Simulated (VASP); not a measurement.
Here is a VASP 6.6.1 calculation.

Contents of INCAR:

```
SYSTEM = Al2Cl
  PREC = Accurate
  ENCUT = 520
  EDIFF = 1E-6
  ISMEAR = 0
  SIGMA = 0.1
  LREAL = .False.
  LASPH = .True.
  NELM = 60
  ALGO = Normal
  ISIF = 2
  LWAVE = .False.
  LCHARG = .False.
  GGA = PE
  NBANDS = 14
```

Contents of KPOINTS:

```
Automatic mesh
0
Gamma
  4 4 4
  0 0 0
```

The input POSCAR:

```
Al2Cl
1.0
    0.0000000000      3.4811053016      3.4811053016
    3.4811053016      0.0000000000      3.4811053016
    3.4811053016      3.4811053016      0.0000000000
Al Cl
2 1
Direct
    0.2500000000      0.2500000000      0.2500000000
    0.7500000000      0.7500000000      0.7500000000
    0.5000000000      0.5000000000      0.5000000000
```

Potentials or basis: VASP PAW PBE potentials, release 64 (Al, Cl).

The run is started by

```bash
$ cat potpaw_PBE.64/Al/POTCAR potpaw_PBE.64/Cl/POTCAR > POTCAR
$ mpirun -np 1 vasp_std > vasp.out
```

Problem. Predict the pressure.

Solution. 0.2 GPa.

Caveat: the k points lie up to 0.39 Å⁻¹ apart; an odd number of electrons without spin polarisation forces a metal; a magnetic or distorted state may lie lower.
